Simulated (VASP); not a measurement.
# Ru (P6_3/mmc) in VASP: single point with PBE

Aim: the single point of Ru with PBE.

Program: VASP 6.6.1. These are calculated values, not measurements. Logs are shortened: lines on timing, memory, paths and dates and some standing lists are left out, and cuts for length are marked.

### Step 1. The cell of the first run

The structure is hexagonal, space group P6_3/mmc (No. 194). The conventional cell has a = 2.824 Å, b = 2.824 Å, c = 4.462 Å, α = 90.00°, β = 90.00°, γ = 120.00°. Ru (site symmetry -6m2) has 12 Ru at 2.76 to 2.82 Å within 3.6 Å.

### Step 2. Single point, PBE, collinear spin, ferromagnetic start

INCAR

```
SYSTEM = Ru
PREC = Accurate ; ENCUT = 500
EDIFF = 1E-6 ; ISMEAR = 0
SIGMA = 0.15 ; LREAL = .False.
LASPH = .True. ; NELM = 200
ALGO = Normal ; ISIF = 2
LWAVE = .False. ; LCHARG = .False.
ISPIN = 2 ; MAGMOM = 0.75 0.75
LORBIT = 11 ; NUPDOWN = 1.5
LMAXMIX = 4 ; GGA = PE
NBANDS = 25 ; GGA_COMPAT = .False.
```

KPOINTS

```
Automatic mesh
0
Gamma
  21 21 12
  0 0 0
```

POSCAR

```
Ru
1.0
    2.8244905105      0.0000000000      0.0000000000
   -1.4122452552      2.4460805348      0.0000000000
    0.0000000000      0.0000000000      4.4620504745
Ru
2
Direct
    0.3333333333      0.6666666667      0.2500000000
    0.6666666667      0.3333333333      0.7500000000
```

Potentials or basis: VASP PAW PBE potentials, release 64 (Ru_pv).

Run with:

```
$ cat potpaw_PBE.64/Ru_pv/POTCAR > POTCAR
$ mpirun -np 1 vasp_std > vasp.out
```

OUTCAR:

```text
SYSTEM = Ru
   PREC = Accurate
   ENCUT = 500
   EDIFF = 1E-6
   ISMEAR = 0
   LREAL = .False.
   LASPH = .True.
   NELM = 200
   ISIF = 2
   ISPIN = 2
   LORBIT = 11
   NUPDOWN = 1.5
   GGA = PE

 ion  position               nearest neighbor table
   1  0.333  0.667  0.250-   2 2.76   2 2.76   2 2.76   2 2.76   2 2.76   2 2.76
   2  0.667  0.333  0.750-   1 2.76   1 2.76   1 2.76   1 2.76   1 2.76   1 2.76

  LATTYP: Found a hexagonal cell.
 ALAT       =     2.8244905105
 C/A-ratio  =     1.5797718059

  Lattice vectors:

 A1 = (   2.8244905105,   0.0000000000,   0.0000000000)
 A2 = (  -1.4122452552,   2.4460805348,   0.0000000000)
 A3 = (   0.0000000000,   0.0000000000,   4.4620504745)

Analysis of symmetry for initial positions (statically):
=====================================================================
 Subroutine PRICEL returns:
 Original cell was already a primitive cell.

 Routine SETGRP: Setting up the symmetry group for a
 hexagonal supercell.

 Subroutine GETGRP returns: Found 24 space group operations
 (whereof 12 operations were pure point group operations)
 out of a pool of 24 trial point group operations.

The static configuration has the point symmetry D_3d.
 The point group associated with its full space group is D_6h.

Analysis of symmetry for dynamics (positions and initial velocities):
=====================================================================
 Subroutine PRICEL returns:
 Original cell was already a primitive cell.

 Routine SETGRP: Setting up the symmetry group for a
 hexagonal supercell.

 Subroutine GETGRP returns: Found 24 space group operations
 (whereof 12 operations were pure point group operations)
 out of a pool of 24 trial point group operations.

The dynamic configuration has the point symmetry D_3d.
 The point group associated with its full space group is D_6h.

Analysis of structural, dynamic, and magnetic symmetry:
=====================================================================
 Subroutine PRICEL returns:
 Original cell was already a primitive cell.

 Routine SETGRP: Setting up the symmetry group for a
 hexagonal supercell.

 Subroutine GETGRP returns: Found 24 space group operations
 (whereof 12 operations were pure point group operations)
 out of a pool of 24 trial point group operations.

The overall configuration has the point symmetry D_3d.
 The point group associated with its full space group is D_6h.

 Subroutine INISYM returns: Found 24 space group operations
 (whereof 12 operations are pure point group operations),
 and found     1 'primitive' translations

----------------------------------------------------------------------------------------

                                     Primitive cell
[... 117 lines left out ...]
   LHFCALC =     F    Hartree Fock is set to
   AEXX    =    0.0000 exact exchange contribution
   IVDW    =     0    specifies the selected vdW correction
   LEPSILON=     F    determine dielectric tensor
   LRPA    =     F    only Hartree local field effects (RPA)
 spin polarized calculation
 Gauss-broadening in eV      SIGMA  =   0.15
  energy-cutoff  :      500.00
  volume of cell :       30.83
 maximum number of plane-waves:       798
 NGX is ok and might be reduce to    24
   NGX = 11   NGY = 11   NGZ = 17

 number of electron      27.9999992 magnetization       1.5000000

 Free energy of the ion-electron system (eV)
  ---------------------------------------------------
  ext. energy  EPLUGINS =         0.00000000
  ---------------------------------------------------
  free energy    TOTEN  =       -17.82462357 eV

  energy without entropy =      -17.79583596  energy(sigma->0) =      -17.81022976

 E-fermi :  10.2418     XC(G=0): -13.3353

 val. band max:       11.1063628360   @ k =   0.3333   0.1429   0.2500
 cond. band min:      10.2438370074   @ k =   0.1905   0.1429   0.0000
 fundamental gap:     -0.8625258287
 Fermi energy:        11.1068008397

 spin component 1

 k-point     1 :       0.0000    0.0000    0.0000
  band No.  band energies     occupation
      1     -32.7711      1.00000
      2     -32.1707      1.00000
      3     -32.1707      1.00000
      4     -32.0558      1.00000
      5     -32.0558      1.00000
      6     -32.0227      1.00000
[... 661 lines left out ...]
     24      27.2461      0.00000
     25      29.1540      0.00000

 [... further k-points ...]

 spin component 2

 k-point     1 :       0.0000    0.0000    0.0000
  band No.  band energies     occupation
      1     -32.2431      1.00000
      2     -31.6025      1.00000
      3     -31.6025      1.00000
      4     -31.4870      1.00000
      5     -31.4867      1.00000
      6     -31.4867      1.00000
[... 661 lines left out ...]
     24      27.3981      0.00000
     25      29.3247      0.00000

 [... further k-points ...]

------------------------ aborting loop because EDIFF is reached ----------------------------------------

  FORCE on cell =-STRESS in cart. coord.  units (eV):
  Direction    XX          YY          ZZ          XY          YZ          ZX
  --------------------------------------------------------------------------------------
  -------------------------------------------------------------------------------------
  Total       -4.3034583     -4.3034583     -4.2066987     -0.0000000      0.0000000      0.0000000
  in kB     -223.6571756   -223.6571756   -218.6284303     -0.0000000      0.0000000      0.0000000
  external PRESSURE =    -221.9809271 kB  Pullay stress =       0.0000000 kB

 VOLUME and BASIS-vectors are now :
 -----------------------------------------------------------------------------
  energy-cutoff  :      500.00
  volume of cell :       30.83
      direct lattice vectors                 reciprocal lattice vectors
     2.824490510  0.000000000  0.000000000     0.354046153  0.204408642  0.000000000
    -1.412245255  2.446080535  0.000000000     0.000000000  0.408817284  0.000000000
     0.000000000  0.000000000  4.462050474     0.000000000  0.000000000  0.224112212

 POSITION                                       TOTAL-FORCE (eV/Angst)
 -----------------------------------------------------------------------------------
     -0.00000      1.63072      1.11551        -0.000000      0.000000      0.000000
      1.41225      0.81536      3.34654         0.000000     -0.000000      0.000000
 -----------------------------------------------------------------------------------
    total drift:                               -0.000000      0.000000     -0.000000

  FREE ENERGIE OF THE ION-ELECTRON SYSTEM (eV)
  ---------------------------------------------------
  free  energy   TOTEN  =       -17.8246235699 eV

  energy  without entropy=      -17.7958359558  energy(sigma->0) =      -17.81022976

 total charge

# of ion       s       p       d       tot
------------------------------------------
    1        0.359   6.235   5.850  12.444
    2        0.359   6.235   5.850  12.444
--------------------------------------------------
tot          0.718  12.471  11.699  24.888

 magnetization (x)

# of ion       s       p       d       tot
------------------------------------------
    1        0.001   0.014   0.693   0.708
    2        0.001   0.014   0.693   0.708
--------------------------------------------------
tot          0.002   0.027   1.387   1.416
```

stdout:

```text
POSCAR found type information on POSCAR Ru
 POSCAR found :  1 types and       2 ions
 scaLAPACK will be used
 LDA part: xc-table for (Slater+PW92), standard interpolation
 POSCAR, INCAR and KPOINTS ok, starting setup
 FFT: planning ... GRIDC
 FFT: planning ... GRID_SOFT
 FFT: planning ... GRID
 WAVECAR not read
 entering main loop
```

It took 9.7 min on 1 thread of Intel Xeon 8259CL, shared host; peak memory 0.42 GiB.

What came out:

```
Free energy                                           : -17.8246 eV
Pressure                                              : -22.2 GPa
Net moment                                            : 1.50 μB per cell
Site moments                                          : Ru +0.71 μB
Valence electrons inside the program's atomic spheres : Ru 12.44
```

Caveat: the total moment is fixed, so each spin has its own Fermi level.
